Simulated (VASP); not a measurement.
TePb: single point with RPBE

Crystal: TePb.

```
Te Pb
1.0
     0.00000    3.23100    3.23100
     3.23100    0.00000    3.23100
     3.23100    3.23100    0.00000
Te Pb
1 1
Cartesian
  3.2310 3.2310 3.2310
  0.0000 0.0000 0.0000
```

```
Program             : VASP 6.6.1
Task                : single point
Functional          : RPBE
Potentials or basis : VASP PAW PBE potentials, release 64 (Te, Pb_d)
Cutoff              : 500 eV
k mesh              : 5 × 5 × 5
Occupations         : gaussian, width 0.01 eV
Spin                : no spin polarisation
```

```yaml
Pressure: 3.6 GPa
```

Levels at points of the mesh, in eV from the Fermi level:
```
           k point  band 6  band 7  band 8  band 9  band 10  band 11  band 12  band 13  band 14  band 15
(0.00, 0.00, 0.00)  -11.93   -5.49   -1.29   -1.29    -1.29     4.18     4.18     4.18     5.88     5.88
```

It took 8.5 s on 1 thread of Intel(R) Xeon(R) Platinum 8559C (Emerald Rapids), with other jobs on the host, peak memory 0.2 GiB.

Caveat: this odd mesh misses L, where the gap lies, so gap, dielectric constants and Born charges aren't listed; the PAW data sets were made with another functional, which shifts forces and pressure a little; spin-orbit coupling is left out, which moves the levels of the heavy elements.
